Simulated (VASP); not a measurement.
Input of a VASP 6.6.1 run:

Contents of INCAR:

```
SYSTEM = FeO
  AGGAC = 1.0
  AGGAX = 1.0
  ALDAC = 0.0
  ALDAX = 1.0
  ALGO = Normal
  EDIFF = 1E-7
  ENCUT = 520
  GGA = B5
  ISIF = 2
  ISMEAR = -1
  ISPIN = 2
  IVDW = 13
  LASPH = .True.
  LCHARG = .True.
  LELF = .True.
  LMAXMIX = 4
  LORBIT = 11
  LREAL = .False.
  LVHAR = .True.
  LWAVE = .False.
  MAGMOM = 3 0
  NBANDS = 18
  NELM = 150
  PREC = Accurate
  SIGMA = 0.05
  VDW_A1 = 0.44488865
  VDW_A2 = 4.0933009
  VDW_S6 = 1.0
  VDW_S8 = 2.34076671
```

File KPOINTS:

```
k-points
0
Gamma
  11 11 11
  0 0 0
```

File POSCAR:

```
FeO
1.0
    0.0000000000      2.1976734774      2.1976734774
    2.1976734774      0.0000000000      2.1976734774
    2.1976734774      2.1976734774      0.0000000000
Fe O
1 1
Direct
    0.0000000000      0.0000000000      0.0000000000
    0.5000000000      0.5000000000      0.5000000000
```

Potentials or basis: VASP PAW PBE potentials, release 64 (Fe, O).

Run with:

```bash
$ cat potpaw_PBE.64/Fe/POTCAR potpaw_PBE.64/O/POTCAR > POTCAR
$ mpirun -np 1 vasp_std > vasp.out
```

Estimate the net moment.

4.00 μB per cell.

Predict the dispersion energy per atom.

-0.612 eV.

Estimate the band gap on the k mesh.

zero (filled and empty bands overlap).

Caveat: a cell with one magnetic atom can't hold antiferromagnetic order, which such compounds often take; semilocal functionals often make such compounds metallic where correlation or magnetic order opens a gap, which also shifts bond lengths. With open d or f shells a metallic result of BLYP can be an artefact of self-interaction; +U or a hybrid may open a gap.
